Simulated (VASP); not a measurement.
# GaN (NiAs type): relaxation of cell and atoms with PBE

Crystal: GaN (NiAs type).

```
CELL_PARAMETERS angstrom
3.07105 0.00000 0.00000
-1.53553 2.65961 0.00000
0.00000 0.00000 4.76013
ATOMIC_POSITIONS crystal
Ga 0.00000 0.00000 0.00000
Ga 0.00000 0.00000 0.50000
N 0.33333 0.66667 0.25000
N 0.66667 0.33333 0.75000
```

```json
{
  "Program": "VASP 6.6.1",
  "Task": "relaxation of cell and atoms",
  "Functional": "PBE",
  "Potentials or basis": "VASP PAW PBE potentials, release 64 (Ga_d, N)",
  "Cutoff": "600 eV",
  "k mesh": "11 × 11 × 6",
  "Occupations": "fermi-dirac, width 0.05 eV",
  "Spin": "no spin polarisation",
  "Target pressure": "-0.0031 GPa",
  "Dipole correction": "no",
  "Further INCAR settings": "ALGO = Normal; EDIFF = 1e-07; IBRION = 2; EDIFFG = -0.005; NSW = 60; ISIF = 3"
}
```

```yaml
Relaxed_volume: 10.00 Å³/atom
Relaxed_cell: a = 3.008 Å, b = 3.008 Å, c = 5.101 Å, α = 90.00°, β = 90.00°, γ = 120.00°
Space_group_after_relaxing_to_0.05_Å: P6_3/mmc (No. 194)
Energy_change_on_relaxing_the_enthalpy_is_what_falls: -93.1 meV/atom
Ionic_steps: 9
Pressure_after_relaxing: -0.1 GPa
Band_gap_on_the_k_mesh: 1.21 eV, indirect (least direct gap 1.32 eV)
```

The path:
```csv
step,energy change (eV),largest force (eV/Å),pressure (GPa),volume (Å³)
1,0.0000,0.0000,9.39,38.88
2,-0.2377,0.0000,-9.12,41.93
3,-0.3605,0.0000,-3.69,40.80
4,-0.3604,0.0000,-3.45,40.76
5,-0.3701,0.0000,1.63,39.63
6,-0.3722,0.0000,0.05,39.96
7,-0.3722,0.0000,-0.04,39.97
8,-0.3722,0.0000,-0.08,39.98
9,-0.3722,0.0000,-0.05,39.98
```

Final structure:
```
Ga N
1.0
     3.00846    0.00000    0.00000
    -1.50423    2.60540    0.00000
     0.00000    0.00000    5.10068
Ga N
2 2
Direct
  0.00000 0.00000 0.00000
  0.00000 0.00000 0.50000
  0.33333 0.66667 0.25000
  0.66667 0.33333 0.75000
```

Levels at points of the mesh, in eV from the valence-band top:
```tsv
k point	band 15	band 16	band 17	band 18	band 19	band 20	band 21	band 22
(0.00, 0.00, 0.00)	-0.51	-0.51	-0.11	-0.11	1.21	4.40	8.77	10.18
(0.00, 0.00, 0.50)	-0.28	-0.28	-0.28	-0.28	4.00	4.00	9.01	9.01
```

It took 4.8 min on 1 thread of AMD EPYC 9R45 96-Core Processor (Zen 5), on a shared host, peak memory 0.19 GiB.

Caveat: the cell is relaxed towards a set pressure, so the enthalpy falls and the energy may rise. A k mesh can miss the band edges.
